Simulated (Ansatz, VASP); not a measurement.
# Two plane-wave programs on VSi2

```
CELL_PARAMETERS angstrom
-1.96908 1.96908 4.94950
1.96908 -1.96908 4.94950
1.96908 1.96908 -4.94950
ATOMIC_POSITIONS crystal
V 0.00000 0.00000 0.00000
V 0.75000 0.25000 0.50000
Si 0.20660 0.20660 0.00000
Si 0.95660 0.45660 0.50000
Si 0.54340 0.04340 0.50000
Si 0.79340 0.79340 0.00000
```

Alike in both runs: task single point; functional PBE; k mesh 6 × 6 × 6; occupations gaussian, width 0.1 eV; collinear spin.

```csv
,VASP,Ansatz
version,VASP 6.6.1,Ansatz 0.2.0
potentials or method,"VASP PAW PBE potentials, release 64 (V_sv, Si), cutoff 520 eV","scalar-relativistic, plane waves, PAW"
valence electrons in the cell,42,42
```

|  | VASP | Ansatz | Ansatz less VASP |
| --- | --- | --- | --- |
| gap on the k mesh at the Fermi level (eV) | none | none | - |
| rms of the force components (eV/Å) | 2.099 | 2.093 | -0.0063 |
| net moment per atom (μB) | 0.00 | 0.00 | 0.000 |

Atom by atom the forces differ by 0.006 eV/Å (rms over components). A gap of «none» marks a metal or a gap that the smearing closes. Ansatz's warnings: seeded moment not kept.

The k mesh is coarse, so the values compare programs but aren't converged.
